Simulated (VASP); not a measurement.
# Ge (P-1) in VASP: further runs

The runs below take Ge through single point, with PBEsol.

All numbers are computed with VASP 6.6.1; they aren't measurements. Logs are shortened: lines on timing, memory, paths and dates and some standing lists are left out, and cuts for length are marked.

## 1. The cell of the first run

The typed cell holds 2 atoms: a = 4.011 Å, b = 3.948 Å, c = 3.874 Å, α = 100.05°, β = 94.70°, γ = 139.41°.

## 2. Single point, PBEsol

INCAR

```
PREC = Accurate ; ENCUT = 520
EDIFF = 1E-6 ; ISMEAR = 1
SIGMA = 0.1 ; LREAL = False
LASPH = True ; NELM = 80
ALGO = Normal ; ISIF = 2
LWAVE = False ; LCHARG = False
GGA = PS ; NBANDS = 21
```

KPOINTS

```
Automatic mesh
0
Gamma
  8 8 6
```

POSCAR

```
Ge
1.0
   -2.5771700000      2.7232100000      1.4254800000
    2.5399200000     -2.7117800000      1.3358000000
    2.4847100000      2.6193100000     -1.4044200000
Ge
2
Direct
    0.2552082102      0.7606897929      0.5029472238
    0.5008400000      0.4981200000      0.0065300000
```

Potentials or basis: VASP PAW PBE potentials, release 64 (Ge_d).

Command:

```sh
> cat potpaw_PBE.64/Ge_d/POTCAR > POTCAR
> mpirun -np 1 vasp_std > vasp.out
```

OUTCAR:

```text
PREC = Accurate
   ENCUT = 520
   EDIFF = 1E-6
   ISMEAR = 1
   LREAL = False
   LASPH = True
   NELM = 80
   ISIF = 2
   GGA = PS

 ion  position               nearest neighbor table
   1  0.255  0.761  0.503-   2 2.57   2 2.63   2 2.74   2 2.79
   2  0.501  0.498  0.007-   1 2.57   1 2.63   1 2.74   1 2.79

  LATTYP: Found a triclinic cell.
 ALAT       =     3.8408231486
 B/A-ratio  =     1.3912021753
 C/A-ratio  =     0.7190007948
 COS(alpha) =     0.0083126735
 COS(beta)  =     0.3474776625
 COS(gamma) =     0.6751998947

  Lattice vectors:

 A1 = (   2.4474600000,   2.6307400000,   1.3568600000)
 A2 = (  -0.0924600000,   5.3425200000,   0.0210600000)
 A3 = (  -0.0372500000,   0.0114300000,   2.7612800000)

Analysis of symmetry for initial positions (statically):
=====================================================================
 Subroutine PRICEL returns:
 Original cell was already a primitive cell.

 Routine SETGRP: Setting up the symmetry group for a
 triclinic supercell.

 Subroutine GETGRP returns: Found  2 space group operations
 (whereof  1 operations were pure point group operations)
 out of a pool of  2 trial point group operations.

The static configuration has the point symmetry C_1 .
 The point group associated with its full space group is S_2 .

Analysis of symmetry for dynamics (positions and initial velocities):
=====================================================================
 Subroutine PRICEL returns:
 Original cell was already a primitive cell.

 Routine SETGRP: Setting up the symmetry group for a
 triclinic supercell.

 Subroutine GETGRP returns: Found  2 space group operations
 (whereof  1 operations were pure point group operations)
 out of a pool of  2 trial point group operations.

The dynamic configuration has the point symmetry C_1 .
 The point group associated with its full space group is S_2 .

 Subroutine INISYM returns: Found  2 space group operations
 (whereof  1 operations are pure point group operations),
 and found     1 'primitive' translations

----------------------------------------------------------------------------------------

                                     Primitive cell

  volume of cell :      37.0430

  direct lattice vectors                    reciprocal lattice vectors
    -2.577170000  2.723210000  1.425480000     0.008357958  0.185897238  0.361494136
     2.539920000 -2.711780000  1.335800000     0.204041413  0.002092830  0.364894767
     2.484710000  2.619310000 -1.404420000     0.202555233  0.190675436  0.001943216

  length of vectors
     4.011193232  3.948329522  3.873882316     0.406577974  0.418073521  0.278189721

  position of ions in fractional coordinates (direct lattice)
     0.255208210  0.760689793  0.502947224
     0.500840000  0.498120000  0.006530000

  ion indices of the primitive-cell ions
   primitive index   ion index
                 1           1
                 2           2

----------------------------------------------------------------------------------------

 KPOINTS: Automatic mesh

Automatic generation of k-mesh.
 Grid dimensions read from file:
 generate k-points for:    8    8    6

 Generating k-lattice:

  Cartesian coordinates                     Fractional coordinates (reciprocal lattice)
     0.001044745  0.023237155  0.045186767     0.125000000 -0.000000000  0.000000000
     0.025505177  0.000261604  0.045611846    -0.000000000  0.125000000  0.000000000
     0.033759206  0.031779239  0.000323869     0.000000000 -0.000000000  0.166666667

  Length of vectors
     0.050822247  0.052259190  0.046364953

  Shift w.r.t. Gamma in fractional coordinates (k-lattice)
     0.000000000  0.000000000  0.000000000

 Subroutine IBZKPT returns following result:
 ===========================================

 Found    196 irreducible k-points:

 Following reciprocal coordinates:
            Coordinates               Weight
  0.000000  0.000000  0.000000      1.000000
  0.125000 -0.000000  0.000000      2.000000
  0.250000 -0.000000  0.000000      2.000000
  0.375000 -0.000000 -0.000000      2.000000
  0.500000 -0.000000  0.000000      1.000000
 -0.000000  0.125000  0.000000      2.000000
[... 16 lines left out ...]
  0.125000  0.375000  0.000000      2.000000
  0.250000  0.375000 -0.000000      2.000000
 [... further k-points ...]
   k-points           NKPTS =    196   k-points in BZ     NKDIM =    196   number of bands    NBANDS=     21
   number of dos      NEDOS =    301   number of ions     NIONS =      2
   total plane-waves  NPLWV =  27000
   dimension x,y,z NGX =    30 NGY =   30 NGZ =   30
   dimension x,y,z NGXF=    60 NGYF=   60 NGZF=   60
   ions per type =               2
   NGX,Y,Z   is equivalent  to a cutoff of  12.43, 12.63, 12.87 a.u.
   NGXF,Y,Z  is equivalent  to a cutoff of  24.87, 25.26, 25.75 a.u.
 SYSTEM =  unknown system
   PREC   = accura    normal or accurate (medium, high low for compatibility)
[... 41 lines left out ...]
  energy-cutoff  :      520.00
  volume of cell :       37.04
 maximum number of plane-waves:      1009
 NGX is ok and might be reduce to    30
   NGX = 15   NGY = 15   NGZ = 15

 number of electron      28.0000000 magnetization

 Free energy of the ion-electron system (eV)
  ---------------------------------------------------
  ext. energy  EPLUGINS =         0.00000000
  ---------------------------------------------------
  free energy    TOTEN  =        -9.46162884 eV

  energy without entropy =       -9.46173813  energy(sigma->0) =       -9.46166527

 E-fermi :   6.5846     XC(G=0): -11.4674

 val. band max:        6.5729263379   @ k =   0.1250  -0.1250   0.3333
 cond. band min:       6.5959799050   @ k =  -0.0000   0.0000   0.3333
 fundamental gap:      0.0230535670
 Fermi energy:         6.5845854259

 k-point     1 :       0.0000    0.0000    0.0000
  band No.  band energies     occupation
      1     -18.0309      2.00000
      2     -17.9818      2.00000
      3     -17.9544      2.00000
      4     -17.9477      2.00000
      5     -17.8372      2.00000
      6     -17.8304      2.00000
[... 13 lines left out ...]
     20      17.3564      0.00000
     21      19.6119      0.00000

 k-point     2 :       0.1250   -0.0000    0.0000
  band No.  band energies     occupation
      1     -18.0248      2.00000
      2     -17.9587      2.00000
      3     -17.9429      2.00000
      4     -17.9248      2.00000
      5     -17.8497      2.00000
      6     -17.8480      2.00000
[... 13 lines left out ...]
     20      17.4376      0.00000
     21      18.5656      0.00000

 k-point     3 :       0.2500   -0.0000    0.0000
  band No.  band energies     occupation
      1     -18.0080      2.00000
      2     -17.9262      2.00000
      3     -17.9128      2.00000
      4     -17.8882      2.00000
      5     -17.8807      2.00000
      6     -17.8505      2.00000
[... 13 lines left out ...]
     20      15.2640      0.00000
     21      18.2206      0.00000

 k-point     4 :       0.3750   -0.0000   -0.0000
  band No.  band energies     occupation
      1     -17.9907      2.00000
      2     -17.9265      2.00000
      3     -17.9076      2.00000
      4     -17.9031      2.00000
      5     -17.8901      2.00000
      6     -17.8574      2.00000
[... 13 lines left out ...]
     20      15.4976      0.00000
     21      19.5518      0.00000

 k-point     5 :       0.5000   -0.0000    0.0000
  band No.  band energies     occupation
      1     -17.9837      2.00000
      2     -17.9358      2.00000
      3     -17.9200      2.00000
      4     -17.9054      2.00000
      5     -17.8833      2.00000
      6     -17.8645      2.00000
[... 13 lines left out ...]
     20      17.3708      0.00000
     21      19.1813      0.00000
[... 382 lines left out ...]
     20      17.6370      0.00000
     21      18.7023      0.00000

 k-point    22 :       0.0000    0.3750   -0.0000
  band No.  band energies     occupation
      1     -17.9873      2.00000
      2     -17.9233      2.00000
      3     -17.9177      2.00000
      4     -17.8955      2.00000
      5     -17.8760      2.00000
      6     -17.8704      2.00000
[... 13 lines left out ...]
     20      16.3248      0.00000
     21      17.7678      0.00000

 k-point    23 :       0.1250    0.3750    0.0000
  band No.  band energies     occupation
      1     -17.9859      2.00000
      2     -17.9361      2.00000
      3     -17.9260      2.00000
      4     -17.8872      2.00000
      5     -17.8793      2.00000
      6     -17.8594      2.00000
[... 13 lines left out ...]
     20      17.6794      0.00000
     21      19.2066      0.00000

 k-point    24 :       0.2500    0.3750   -0.0000
  band No.  band energies     occupation
      1     -17.9750      2.00000
      2     -17.9397      2.00000
      3     -17.9190      2.00000
      4     -17.8896      2.00000
      5     -17.8668      2.00000
      6     -17.8427      2.00000
[... 13 lines left out ...]
     20      16.9440      0.00000
     21      18.5569      0.00000

 [... further k-points ...]

------------------------ aborting loop because EDIFF is reached ----------------------------------------

  FORCE on cell =-STRESS in cart. coord.  units (eV):
  Direction    XX          YY          ZZ          XY          YZ          ZX
  --------------------------------------------------------------------------------------
  -------------------------------------------------------------------------------------
  Total        0.5356231     -1.6571099      0.9404245      0.4903204      0.0662750      0.1934630
  in kB       23.1666787    -71.6730402     40.6750830     21.2072553      2.8665157      8.3676292
  external PRESSURE =      -2.6104262 kB  Pullay stress =       0.0000000 kB

 VOLUME and BASIS-vectors are now :
 -----------------------------------------------------------------------------
  energy-cutoff  :      520.00
  volume of cell :       37.04
      direct lattice vectors                 reciprocal lattice vectors
    -2.577170000  2.723210000  1.425480000     0.008357958  0.185897238  0.361494136
     2.539920000 -2.711780000  1.335800000     0.204041413  0.002092830  0.364894767
     2.484710000  2.619310000 -1.404420000     0.202555233  0.190675436  0.001943216

 POSITION                                       TOTAL-FORCE (eV/Angst)
 -----------------------------------------------------------------------------------
      2.52405     -0.05046      0.67357        -0.177835      0.088264     -0.144894
     -0.00934      0.03020      1.37016         0.177835     -0.088264      0.144894
 -----------------------------------------------------------------------------------
    total drift:                               -0.000179     -0.000165     -0.000006

  FREE ENERGIE OF THE ION-ELECTRON SYSTEM (eV)
  ---------------------------------------------------
  free  energy   TOTEN  =        -9.4616288415 eV

  energy  without entropy=       -9.4617381310  energy(sigma->0) =       -9.46166527
```

Wall time 74 s (1 thread of Intel Xeon Platinum 8488C (Sapphire Rapids), shared host); peak memory 0.25 GiB.

Results:

- Free energy: -9.4616 eV
- Pressure: -0.3 GPa
- Largest force: 0.246 eV/Å
- Band gap on the k mesh: zero (bands 14 and 15 overlap by 5.18 eV)

Forces on the atoms (eV/Å):
```
Ge  -0.178  0.088 -0.145
Ge   0.178 -0.088  0.145
```

Levels at points of the mesh, in eV from the Fermi level:
| k point | band 11 | band 12 | band 13 | band 14 | band 15 | band 16 | band 17 | band 18 |
| --- | --- | --- | --- | --- | --- | --- | --- | --- |
| (0.00, 0.00, 0.00) | -13.26 | -4.21 | -2.87 | -1.79 | 3.29 | 6.30 | 8.52 | 8.67 |
| (0.50, 0.00, 0.00) | -8.02 | -6.25 | -2.20 | -1.60 | -1.34 | 2.83 | 3.02 | 5.27 |
| (0.00, 0.50, 0.00) | -7.50 | -6.35 | -2.97 | -2.50 | -1.08 | 2.31 | 3.92 | 5.94 |
| (0.50, 0.50, 0.00) | -10.76 | -10.53 | 0.50 | 0.77 | 2.29 | 2.35 | 7.83 | 8.23 |
| (0.00, 0.00, 0.50) | -10.49 | -10.45 | 0.08 | 0.29 | 1.65 | 1.84 | 7.55 | 8.22 |
| (0.50, 0.00, 0.50) | -7.88 | -6.38 | -2.71 | -2.30 | -0.83 | 2.49 | 4.73 | 5.87 |
| (0.00, 0.50, 0.50) | -8.01 | -6.09 | -2.39 | -1.88 | -1.13 | 2.74 | 2.94 | 5.03 |
| (0.50, 0.50, 0.50) | -9.45 | -8.35 | -5.90 | -5.84 | 6.53 | 6.76 | 10.00 | 11.59 |

Caveat: the stress differs along the axes, from -7 to 4 GPa; the PAW data sets were made with another functional, which shifts forces and pressure a little.

## 3. Single point, PBEsol

INCAR

```
ALGO = Normal
EDIFF = 1E-6
ENCUT = 520
GGA = PS
ISIF = 2
ISMEAR = 1
LASPH = T
LCHARG = T
LELF = T
LREAL = F
LVHAR = T
LWAVE = F
NBANDS = 21
NELM = 60
PREC = Accurate
SIGMA = 0.1
```

KPOINTS

```
k-points
0
Gamma
  8 8 6
```

POSCAR, as its differences from that of step 2:

```diff
@@ -8,3 +8,3 @@
 Direct
-    0.2552082102      0.7606897929      0.5029472238
+    0.2554171592      0.7657908283      0.5080111047
     0.5008400000      0.4981200000      0.0065300000
```

Potentials or basis: VASP PAW PBE potentials, release 64 (Ge_d).

Command:

```sh
> cat potpaw_PBE.64/Ge_d/POTCAR > POTCAR
> mpirun -np 1 vasp_std > vasp.out
```

It took 75 s on 1 thread of Intel Xeon Platinum 8488C (Sapphire Rapids), shared host; peak memory 0.25 GiB.

Results (log left out):

* Free energy: -9.4552 eV
* Pressure: -0.2 GPa
* Largest force: 0.381 eV/Å
* Band gap on the k mesh: zero (bands 14 and 15 overlap by 5.17 eV)

Forces in eV/Å, atoms in the order of the input:
```
Ge  -0.337  0.085 -0.158
Ge   0.337 -0.085  0.158
```

Stress tensor (GPa, compression positive):
```
 2.69  1.99  0.99
 1.99 -7.16  0.45
 0.99  0.45  3.94
```

Levels at points of the mesh, in eV from the Fermi level:
```tsv
k point	band 12	band 13	band 14	band 15	band 16	band 17
(0.00, 0.00, 0.00)	-4.21	-2.87	-1.79	3.28	6.31	8.53
(0.50, 0.00, 0.00)	-6.25	-2.20	-1.59	-1.36	2.78	3.07
(0.00, 0.50, 0.00)	-6.43	-2.93	-2.51	-1.10	2.34	3.86
(0.50, 0.50, 0.00)	-10.46	0.46	0.78	2.32	2.33	7.82
(0.00, 0.00, 0.50)	-10.42	0.09	0.27	1.63	1.88	7.54
(0.50, 0.00, 0.50)	-6.32	-2.75	-2.29	-0.81	2.45	4.80
(0.00, 0.50, 0.50)	-6.09	-2.40	-1.84	-1.17	2.76	2.93
(0.50, 0.50, 0.50)	-8.35	-5.90	-5.83	6.52	6.76	10.00
```

Caveat: the stress differs along the axes, from -7 to 4 GPa; the PAW data sets were made with another functional, which shifts forces and pressure a little.

## 4. Single point, PBEsol

INCAR

```
PREC     = Accurate       # precision mode
ENCUT    = 520            # plane-wave cutoff, eV
EDIFF    = 1E-6           # SCF threshold, eV
ISMEAR   = 1              # smearing method
SIGMA    = 0.1            # smearing width, eV
LREAL    = False          # projectors in reciprocal space
LASPH    = True           # aspherical terms in the spheres
NELM     = 60             # most SCF steps
ALGO     = Normal         # electronic algorithm
ISIF     = 2              # what is computed and relaxed
LWAVE    = False          # write WAVECAR
LCHARG   = False          # write CHGCAR
GGA      = PS             # functional
NBANDS   = 21             # bands
```

KPOINTS

```
Automatic mesh
0
Gamma
  8 8 6
```

POSCAR, as its differences from that of step 3:

```diff
@@ -8,3 +8,3 @@
 Direct
-    0.2554171592      0.7657908283      0.5080111047
+    0.2550828408      0.7576291717      0.4999088953
     0.5008400000      0.4981200000      0.0065300000
```

Command:

```sh
> cat potpaw_PBE.64/Ge_d/POTCAR > POTCAR
> mpirun -np 1 vasp_std > vasp.out
```

It took 70 s on 1 thread of Intel Xeon Platinum 8488C (Sapphire Rapids), shared host; peak memory 0.25 GiB.

Results (log left out):

```
Free energy            : -9.4636 eV
Pressure               : -0.3 GPa
Largest force          : 0.186 eV/Å
Band gap on the k mesh : zero (bands 14 and 15 overlap by 5.15 eV)
```

Forces in eV/Å, atoms in the order of the input:
```
Ge  -0.081  0.091 -0.140
Ge   0.081 -0.091  0.140
```

Stress tensor (GPa, compression positive):
```
 2.22  2.17  0.74
 2.17 -7.18  0.19
 0.74  0.19  4.13
```

Levels at points of the mesh, in eV from the Fermi level:
```
           k point  band 12  band 13  band 14  band 15  band 16  band 17
(0.00, 0.00, 0.00)    -4.21    -2.87    -1.79     3.30     6.30     8.51
(0.50, 0.00, 0.00)    -6.25    -2.20    -1.61    -1.33     2.84     3.01
(0.00, 0.50, 0.00)    -6.31    -3.00    -2.49    -1.06     2.28     3.95
(0.50, 0.50, 0.00)   -10.57     0.51     0.75     2.27     2.36     7.83
(0.00, 0.00, 0.50)   -10.41     0.07     0.31     1.66     1.82     7.55
(0.50, 0.00, 0.50)    -6.42    -2.69    -2.30    -0.84     2.51     4.69
(0.00, 0.50, 0.50)    -6.10    -2.39    -1.91    -1.11     2.70     2.98
(0.50, 0.50, 0.50)    -8.35    -5.90    -5.84     6.53     6.75    10.00
```

Caveat: the stress differs along the axes, from -7 to 4 GPa; the PAW data sets were made with another functional, which shifts forces and pressure a little.

## 5. Single point, PBEsol

This run uses another cell than the first one, of 18.61 Å³/atom.

INCAR

```
PREC = Accurate ; ENCUT = 520
EDIFF = 1E-6 ; ISMEAR = 1
SIGMA = 0.1 ; LREAL = False
LASPH = True ; NELM = 80
ALGO = Normal ; ISIF = 2
LWAVE = False ; LCHARG = False
GGA = PS ; NBANDS = 21
```

KPOINTS is that of step 4.

POSCAR

```
Ge
1.0
   -2.5814581443      2.7277411398      1.4278518513
    2.5441461642     -2.7162921215      1.3380226331
    2.4888443005      2.6236682609     -1.4067568096
Ge
2
Direct
    0.2552500000      0.7617100000      0.5039600000
    0.5008400000      0.4981200000      0.0065300000
```

Command:

```sh
> cat potpaw_PBE.64/Ge_d/POTCAR > POTCAR
> mpirun -np 1 vasp_std > vasp.out
```

Run time: 68 s. Hardware: 1 thread of Intel Xeon Platinum 8488C (Sapphire Rapids), shared host; peak memory 0.25 GiB.

The run converged. Its results:

- Free energy: -9.4603 eV
- Pressure: -0.6 GPa
- Largest force: 0.266 eV/Å
- Band gap on the k mesh: zero (bands 14 and 15 overlap by 5.15 eV)

Forces in eV/Å, atoms in the order of the input:
```
Ge  -0.207  0.085 -0.145
Ge   0.207 -0.085  0.145
```

Stress tensor (GPa, compression positive):
```
 1.96  2.07  0.86
 2.07 -7.49  0.30
 0.86  0.30  3.63
```

Levels at points of the mesh, in eV from the Fermi level:
```tsv
k point	band 10	band 11	band 12	band 13	band 14	band 15	band 16	band 17	band 18	band 19
(0.00, 0.00, 0.00)	-24.29	-13.22	-4.22	-2.85	-1.78	3.30	6.27	8.48	8.62	8.76
(0.50, 0.00, 0.00)	-24.31	-8.01	-6.23	-2.21	-1.59	-1.34	2.83	3.01	5.25	8.16
(0.00, 0.50, 0.00)	-24.34	-7.48	-6.35	-2.96	-2.49	-1.07	2.32	3.89	5.93	9.31
(0.50, 0.50, 0.00)	-24.36	-10.74	-10.48	0.49	0.77	2.28	2.33	7.80	8.20	11.67
(0.00, 0.00, 0.50)	-24.36	-10.45	-10.43	0.09	0.29	1.63	1.84	7.52	8.18	11.45
(0.50, 0.00, 0.50)	-24.34	-7.87	-6.34	-2.73	-2.28	-0.82	2.49	4.72	5.82	9.25
(0.00, 0.50, 0.50)	-24.31	-8.00	-6.07	-2.40	-1.86	-1.13	2.76	2.92	5.01	8.38
(0.50, 0.50, 0.50)	-24.40	-9.43	-8.34	-5.87	-5.80	6.51	6.74	9.95	11.53	15.05
```

Caveat: the stress differs along the axes, from -7 to 4 GPa; the PAW data sets were made with another functional, which shifts forces and pressure a little.

## 6. Summary

```csv
cell,gap on the mesh (eV),pressure (GPa),largest force (eV/Å)
"a = 4.011, b = 3.948, c = 3.874 Å, angles 100.0, 94.7, 139.4°, 2 atoms, atomic positions A",none,-0.3,0.25
"a = 4.011, b = 3.948, c = 3.874 Å, angles 100.0, 94.7, 139.4°, 2 atoms, atomic positions B",none,-0.2,0.38
"a = 4.011, b = 3.948, c = 3.874 Å, angles 100.0, 94.7, 139.4°, 2 atoms, atomic positions C",none,-0.3,0.19
"a = 4.018, b = 3.955, c = 3.880 Å, angles 100.0, 94.7, 139.4°, 2 atoms, atomic positions D",none,-0.6,0.27
```

Alike in all rows: task single point; level PBEsol; potentials or basis VASP PAW PBE potentials, release 64 (Ge_d); no spin polarisation; k mesh 8 × 8 × 6; cutoff (eV) 520; smearing methfessel-paxton 0.1 eV.

Caveats: the stress differs along the axes, from -7 to 4 GPa; the PAW data sets were made with another functional, which shifts forces and pressure a little.

Total energies depend on the potentials used, so only differences within one code and one set of settings carry meaning.

The gap in the log of VASP goes by the Fermi energy; the results here count the filled bands.